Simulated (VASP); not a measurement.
A run of VASP 6.6.1:

The input INCAR:

```
ALGO = Normal ; EDIFF = 1E-7
ENCUT = 520 ; GGA = CA
ISIF = 2 ; ISMEAR = 0
LASPH = T ; LCHARG = T
LELF = T ; LREAL = F
LVHAR = T ; LWAVE = F
NBANDS = 17 ; NELM = 80
PREC = Accurate ; SIGMA = 0.03
```

KPOINTS

```
k-points
0
Gamma
  10 10 10
```

File POSCAR:

```
PbS
1.0
    0.0000000000      3.1317812500      3.1317812500
    2.9650000000      0.1667812500      2.9650000000
    2.9650000000      2.9650000000      0.1667812500
Pb S
1 1
Direct
    0.0000000000      0.0000000000      0.0000000000
    0.5000000000      0.5000000000      0.5000000000
```

Potentials or basis: VASP PAW LDA potentials, release 64 (Pb_d, S).

Command:

```sh
$ cat potpaw_LDA.64/Pb_d/POTCAR potpaw_LDA.64/S/POTCAR > POTCAR
$ mpirun -np 1 vasp_std > vasp.out
```

Hardware: 1 thread of Intel(R) Xeon(R) Platinum 8259CL CPU @ 2.50GHz (Skylake/Cascade Lake) (shared host).

Task: Estimate the wall time of this run.

Result: Run time: 2.5 min on 1 thread of Intel(R) Xeon(R) Platinum 8259CL CPU @ 2.50GHz (Skylake/Cascade Lake) (shared host), peak memory 0.27 GiB. Counts: scf iterations 12, k points 171.
